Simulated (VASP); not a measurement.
Set up this calculation in VASP 6.6.1, as the native input.

```
Task                   : electric field gradients
Functional             : LDA
Potentials or basis    : VASP PAW LDA potentials, release 64 (Hg, Te)
Cutoff                 : 520 eV
k mesh                 : 11 × 11 × 11
Occupations            : fermi-dirac, width 0.03 eV
Spin                   : no spin polarisation
Dipole correction      : no
Further INCAR settings : ALGO = Normal; EDIFF = 1e-08; NBANDS = 16
```

The structure of HgTe lies in POSCAR:

```
HgTe
1.0
    0.0000000000      3.1912650000      3.2235000000
    3.1912650000      0.0000000000      3.2235000000
    3.1912650000      3.1912650000      0.0000000000
Hg Te
1 1
Direct
    0.0000000000      0.0000000000      0.0000000000
    0.7500000000      0.7500000000      0.7500000000
```

This cell differs from its parent crystal: equal xx and yy strain of -1 %.

One way to write it, as run:

INCAR

```
ALGO = Normal
EDIFF = 1E-8
ENCUT = 520
ISIF = 2
ISMEAR = -1
LASPH = T
LCHARG = F
LEFG = T
LREAL = F
LWAVE = F
NBANDS = 16
NELM = 60
PREC = Accurate
SIGMA = 0.03
```

KPOINTS

```
k-points
0
Gamma
  11 11 11
```

Potentials or basis: VASP PAW LDA potentials, release 64 (Hg, Te).

Command:

```sh
$ cat potpaw_LDA.64/Hg/POTCAR potpaw_LDA.64/Te/POTCAR > POTCAR
$ mpirun -np 1 vasp_std > vasp.out
```

Results of the run:

* Pressure: 1.0 GPa
* Band gap on the k mesh: zero (filled and empty bands touch)
* Largest electric field gradient by atom: Hg -6.6; Te +5.0 V/Å²

Caveat: the cell differs from its parent crystal (equal xx and yy strain of -1 %); semilocal functionals underestimate gaps, so a narrow gap can read as zero; without QUAD_EFG the Cq values of the log hold for a quadrupole moment of 1 mb, not for the nuclei; spin-orbit coupling is left out, which moves the levels of the heavy elements.

Wall time 53 s on 1 thread of Intel(R) Xeon(R) 6975P-C (Granite Rapids) (shared host), peak memory 0.27 GiB.
